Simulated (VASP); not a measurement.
Here is a VASP 6.6.1 calculation.

INCAR

```
SYSTEM = BN
PREC = Accurate
ENCUT = 520
EDIFF = 1E-6
ISMEAR = 0
SIGMA = 0.1
LREAL = .False.
LASPH = .True.
NELM = 100
ALGO = Normal
ISIF = 2
LWAVE = .False.
LCHARG = .False.
GGA = PS
NBANDS = 16
```

The input KPOINTS:

```
regular mesh
0
Gamma
  9 9 4
  0 0 0
```

File POSCAR:

```
BN
1.0
    2.5500000000      0.0000000000      0.0000000000
   -1.2750000000      2.2083647797      0.0000000000
    0.0000000000      0.0000000000      4.2100000000
B N
2 2
Direct
    0.3333333333      0.6666666667      0.0000000000
    0.6666666667      0.3333333333      0.5000000000
    0.3333333333      0.6666666667      0.3740000000
    0.6666666667      0.3333333333      0.8740000000
```

Potentials or basis: VASP PAW PBE potentials, release 64 (B, N).

Launch:

```sh
$ cat potpaw_PBE.64/B/POTCAR potpaw_PBE.64/N/POTCAR > POTCAR
$ mpirun -np 1 vasp_std > vasp.out
```

**Question.** Predict the pressure.

**Answer.** -2.7 GPa.

**Question.** What does it give for the largest force?

**Answer.** 0.054 eV/Å.

Stress tensor (GPa, compression positive):
```
-3.33  0.00  0.00
 0.00 -3.33  0.00
 0.00  0.00 -1.50
```

Caveat: the PAW data sets were made with another functional, which shifts forces and pressure a little.
